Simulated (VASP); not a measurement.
Ga3P, 4 atoms in the cell. Symmetry: P4/mmm, No. 123, tetragonal system. The conventional cell has a = 4.073 Å, b = 4.073 Å, c = 4.031 Å, α = 90.00°, β = 90.00°, γ = 90.00°. Within 3.8 Å of Ga (site symmetry mmm) lie 8 Ga at 2.87 to 2.88 Å and 4 P at 2.87 Å. Within 3.8 Å of Ga (site symmetry 4/mmm) lie 8 Ga at 2.87 Å and 4 P at 2.88 Å. P (site symmetry 4/mmm) has 12 Ga at 2.87 to 2.88 Å within 3.8 Å. 

| Item | Value |
| --- | --- |
| Program | VASP 6.6.1 |
| Task | relaxation of cell and atoms |
| Functional | PBE |
| Potentials or basis | VASP PAW PBE potentials, release 64 (Ga_d, P) |
| Cutoff | 600 eV |
| k mesh | 4 × 4 × 4 |
| Occupations | gaussian, width 0.1 eV |
| Spin | no spin polarisation |
| Dipole correction | no |
| Further INCAR settings | ALGO = Normal; EDIFF = 1e-06; IBRION = 2; EDIFFG = -0.04; NSW = 90; ISIF = 3 |

Potentials or basis: VASP PAW PBE potentials, release 64 (Ga_d, P).

Run with:

```bash
$ cat potpaw_PBE.64/Ga_d/POTCAR potpaw_PBE.64/P/POTCAR > POTCAR
$ mpirun -np 1 vasp_std > vasp.out
```

Hardware: 1 thread of Intel(R) Xeon(R) 6975P-C (Granite Rapids), on a shared host.

Problem. How long does it take, and how much memory?

Solution. Run time: 60 s on 1 thread of Intel(R) Xeon(R) 6975P-C (Granite Rapids) (shared host), peak memory 0.2 GiB. Counts: scf iterations 22, k points 18, ion steps 2.
